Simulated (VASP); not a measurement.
# Pd (Fm-3m) in VASP: notebook, part 2 of 2

VASP 6.6.1. The steps go on from the part before.

### 4 Relaxation of cell and atoms, PBE

This run uses another cell than the first one, of 14.75 Å³/atom, 0.960 times its volume.

INCAR

```
SYSTEM = Pd
ALGO = Normal
EDIFF = 1E-6
EDIFFG = -0.005
ENCUT = 600
GGA = PE
IBRION = 2
ISIF = 3
ISMEAR = -4
LASPH = .TRUE.
LCHARG = .FALSE.
LREAL = .FALSE.
LWAVE = .FALSE.
NELM = 60
NSW = 100
PREC = Accurate
SIGMA = 0.1
```

KPOINTS

```
k-points
0
G
  14 14 14
  0 0 0
```

POSCAR

```
Pd
1.0
    0.0000000000      1.9465000000      1.9465000000
    1.9465000000      0.0000000000      1.9465000000
    1.9465000000      1.9465000000      0.0000000000
Pd
1
Direct
    0.0000000000      0.0000000000      0.0000000000
```

Potentials or basis: VASP PAW PBE potentials, release 64 (Pd).

Command:

```bash
$ cat potpaw_PBE.64/Pd/POTCAR > POTCAR
$ mpirun -np 1 vasp_std > vasp.out
```

OUTCAR:

```text
SYSTEM = Pd
   EDIFF = 1E-6
   EDIFFG = -0.005
   ENCUT = 600
   GGA = PE
   IBRION = 2
   ISIF = 3
   ISMEAR = -4
   LASPH = .TRUE.
   LREAL = .FALSE.
   NELM = 60
   NSW = 100
   PREC = Accurate

 ion  position               nearest neighbor table
   1  0.000  0.000  0.000-

  LATTYP: Found a face centered cubic cell.
 ALAT       =     3.8930000000

  Lattice vectors:

 A1 = (   0.0000000000,   1.9465000000,   1.9465000000)
 A2 = (   1.9465000000,   0.0000000000,   1.9465000000)
 A3 = (   1.9465000000,   1.9465000000,   0.0000000000)

Analysis of symmetry for initial positions (statically):
=====================================================================
 Subroutine PRICEL returns:
 Original cell was already a primitive cell.

 Routine SETGRP: Setting up the symmetry group for a
 face centered cubic supercell.

 Subroutine GETGRP returns: Found 48 space group operations
 (whereof 48 operations were pure point group operations)
 out of a pool of 48 trial point group operations.

The static configuration has the point symmetry O_h .

Analysis of symmetry for dynamics (positions and initial velocities):
=====================================================================
 Subroutine PRICEL returns:
 Original cell was already a primitive cell.

 Routine SETGRP: Setting up the symmetry group for a
 face centered cubic supercell.

 Subroutine GETGRP returns: Found 48 space group operations
 (whereof 48 operations were pure point group operations)
 out of a pool of 48 trial point group operations.

The dynamic configuration has the point symmetry O_h .

 Subroutine INISYM returns: Found 48 space group operations
 (whereof 48 operations are pure point group operations),
 and found     1 'primitive' translations

----------------------------------------------------------------------------------------

                                     Primitive cell

[... 131 lines left out ...]

 number of electron      10.0000000 magnetization

 number of electron       9.9999999 magnetization

 Free energy of the ion-electron system (eV)
  ---------------------------------------------------
  ext. energy  EPLUGINS =         0.00000000
  ---------------------------------------------------
  free energy    TOTEN  =        -5.17726675 eV

  energy without entropy =       -5.17726675  energy(sigma->0) =       -5.17726675

------------------------ aborting loop because EDIFF is reached ----------------------------------------

  FORCE on cell =-STRESS in cart. coord.  units (eV):
  Direction    XX          YY          ZZ          XY          YZ          ZX
  --------------------------------------------------------------------------------------
  -------------------------------------------------------------------------------------
  Total        0.6641955      0.6641955      0.6641955      0.0000000      0.0000000      0.0000000
  in kB       72.1461673     72.1461673     72.1461673      0.0000000      0.0000000      0.0000000
  external PRESSURE =      72.1461673 kB  Pullay stress =       0.0000000 kB
[... 127 lines left out ...]
--------------------------------------- Ionic step        5  -------------------------------------------

 number of electron      10.0000000 magnetization

 Free energy of the ion-electron system (eV)
  ---------------------------------------------------
  ext. energy  EPLUGINS =         0.00000000
  ---------------------------------------------------
  free energy    TOTEN  =        -5.18974972 eV

  energy without entropy =       -5.18974972  energy(sigma->0) =       -5.18974972

 E-fermi :   9.1325     XC(G=0): -12.9454

 val. band max:        9.2122901717   @ k =   0.4286   0.4286   0.0000
 cond. band min:       9.1282880354   @ k =   0.3571   0.1429   0.0000
 fundamental gap:     -0.0840021363
 Fermi energy:         9.1325266544

 k-point     1 :       0.0000    0.0000    0.0000
  band No.  band energies     occupation
      1       2.3031      2.00000
      2       6.4867      2.00000
      3       6.4867      2.00000
      4       6.4867      2.00000
      5       8.0007      2.00000
      6       8.0007      2.00000
      7      26.3151      0.00000
      8      30.8760      0.00000
      9      30.8760      0.00000
[... 265 lines left out ...]
 k-point    24 :       0.2857    0.1429    0.0000
  band No.  band energies     occupation
      1       4.3511      2.00000
      2       5.7685      2.00000
      3       6.7763      2.00000
      4       7.1695      2.00000
      5       8.1531      2.00000
      6       8.5368      1.99181
      7      24.1923      0.00000
      8      27.5730      0.00000
      9      28.5340      0.00000

 [... further k-points ...]

------------------------ aborting loop because EDIFF is reached ----------------------------------------

  FORCE on cell =-STRESS in cart. coord.  units (eV):
  Direction    XX          YY          ZZ          XY          YZ          ZX
  --------------------------------------------------------------------------------------
  -------------------------------------------------------------------------------------
  Total        0.0039718      0.0039718      0.0039718      0.0000000      0.0000000      0.0000000
  in kB        0.4152072      0.4152072      0.4152072      0.0000000      0.0000000      0.0000000
  external PRESSURE =       0.4152072 kB  Pullay stress =       0.0000000 kB
[... 16 lines left out ...]
  FREE ENERGIE OF THE ION-ELECTRON SYSTEM (eV)
  ---------------------------------------------------
  free  energy   TOTEN  =        -5.1897497243 eV

  energy  without entropy=       -5.1897497243  energy(sigma->0) =       -5.18974972

 reached required accuracy - stopping structural energy minimisation
```

It took 56 s on 1 thread of Intel Xeon 8259CL, shared host; peak memory 0.16 GiB.

Results:

| Item | Value |
| --- | --- |
| Free energy | -5.1897 eV |
| Relaxed volume | 15.33 Å³/atom |
| Relaxed cell | a = 2.788 Å, b = 2.788 Å, c = 2.788 Å, α = 60.00°, β = 60.00°, γ = 60.00° |
| Space group after relaxing (to 0.05 Å) | Fm-3m (No. 225) |
| Energy gained by relaxing | 12.5 meV/atom |
| Ionic steps | 5 |
| Pressure after relaxing | 0.0 GPa |
| Band gap on the k mesh | zero (band 5 reaches 9.43 eV, above the bottom of band 6 at 7.94 eV) |

Step by step:
| step | energy change (eV) | largest force (eV/Å) | pressure (GPa) | volume (Å³) |
| --- | --- | --- | --- | --- |
| 1 | 0.0000 | 0.0000 | 7.21 | 14.75 |
| 2 | 0.0112 | 0.0000 | -8.07 | 16.21 |
| 3 | -0.0125 | 0.0000 | -0.07 | 15.34 |
| 4 | -0.0125 | 0.0000 | 0.06 | 15.33 |
| 5 | -0.0125 | 0.0000 | 0.04 | 15.33 |

Final structure:
```
Pd
1.0
     0.00000    1.97152    1.97152
     1.97152    0.00000    1.97152
     1.97152    1.97152    0.00000
Pd
1
Direct
  0.00000 0.00000 0.00000
```

PBE usually gives volumes a little too large and moduli too small. Zero-point motion and thermal expansion aren't in these numbers.

### 5 Summary

```csv
task,cell,cutoff (eV),smearing,gap on the mesh (eV),pressure (GPa),relaxed volume (Å³/atom)
single point,"a = 2.790 Å, angles 60.0°, 1 atom",520,tetrahedron,none,-0.3,-
relaxation of cell and atoms,"relaxed from a = 2.753 Å, angles 60.0°, 1 atom",600,fermi-dirac 0.05 eV,none,0.0,15.31
relaxation of cell and atoms,"relaxed from a = 2.753 Å, angles 60.0°, 1 atom",600,tetrahedron,none,0.0,15.33
```

Alike in all rows: level PBE; potentials or basis VASP PAW PBE potentials, release 64 (Pd); no spin polarisation; k mesh 14 × 14 × 14.

Total energies depend on the potentials used, so only differences within one code and one set of settings carry meaning.
